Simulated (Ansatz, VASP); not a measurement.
## Two plane-wave programs on Zn

```
CELL_PARAMETERS angstrom
2.61436 0.00000 0.00000
-1.30718 2.26410 0.00000
0.00000 0.00000 4.87316
ATOMIC_POSITIONS crystal
Zn 0.33333 0.66667 0.25000
Zn 0.66667 0.33333 0.75000
```

Alike in both runs: task single point; functional PBE; k mesh 6 × 6 × 4; occupations gaussian, width 0.1 eV; no spin polarisation.

|  | VASP | Ansatz |
| --- | --- | --- |
| version | VASP 6.6.1 | Ansatz 0.2.0 |
| potentials or method | VASP PAW PBE potentials, release 64 (Zn), cutoff 500 eV | scalar-relativistic, plane waves, PAW |
| valence electrons in the cell | 24 | 24 |

VASP gave:

- gap on the k mesh at the Fermi level (eV): none
- pressure (GPa): 5.8
- traceless stress, the component that is largest in VASP (GPa): 1.67

Question: Estimate Ansatz's values.

Answer: gap on the k mesh at the Fermi level (eV): none; pressure (GPa): 5.3; traceless stress, the component that is largest in VASP (GPa): 1.83.

A gap of «none» marks a metal or a gap that the smearing closes. With one functional, cell and mesh, what is left measures potentials, basis and numerics.

The k mesh is coarse, so the values compare programs but aren't converged.
